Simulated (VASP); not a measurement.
Input of a VASP 6.6.1 run:

INCAR

```
SYSTEM = Pb2Se
ALGO = Normal
EDIFF = 1E-6
EDIFFG = -0.04
ENCUT = 600
GGA = PE
IBRION = 2
ISIF = 3
ISMEAR = 0
LASPH = .TRUE.
LCHARG = .FALSE.
LREAL = .FALSE.
LWAVE = .FALSE.
NELM = 60
NSW = 90
PREC = Accurate
SIGMA = 0.1
```

KPOINTS

```
k-points
0
G
  4 4 4
  0 0 0
```

POSCAR

```
Pb2Se
1.0
    5.8325206239      0.0000000000      0.0000000000
    0.0000000000      5.8325206239      0.0000000000
    0.0000000000      0.0000000000      5.8325206239
Pb Se
4 2
Direct
    0.2500000000      0.2500000000      0.2500000000
    0.2500000000      0.7500000000      0.7500000000
    0.7500000000      0.7500000000      0.2500000000
    0.7500000000      0.2500000000      0.7500000000
    0.0000000000      0.0000000000      0.0000000000
    0.5000000000      0.5000000000      0.5000000000
```

Potentials or basis: VASP PAW PBE potentials, release 64 (Pb_d, Se).

Command:

```sh
$ cat potpaw_PBE.64/Pb_d/POTCAR potpaw_PBE.64/Se/POTCAR > POTCAR
$ mpirun -np 1 vasp_std > vasp.out
```

Q: Predict the space group after relaxing (to 0.1 Å).

A: Pn-3m (No. 224).

Q: Predict the relaxed volume.

A: 46.78 Å³/atom.

Step by step:
| step | energy change (eV) | largest force (eV/Å) | pressure (GPa) | volume (Å³) |
| --- | --- | --- | --- | --- |
| 1 | 0.0000 | 0.0000 | 15.22 | 198.41 |
| 2 | -2.7894 | 0.0000 | -1.41 | 302.99 |
| 3 | -2.8944 | 0.0000 | 0.20 | 277.82 |
| 4 | -2.8961 | 0.0000 | -0.02 | 280.68 |

Caveat: the volume moved by over 15 % at a fixed basis, so the end points are rough.
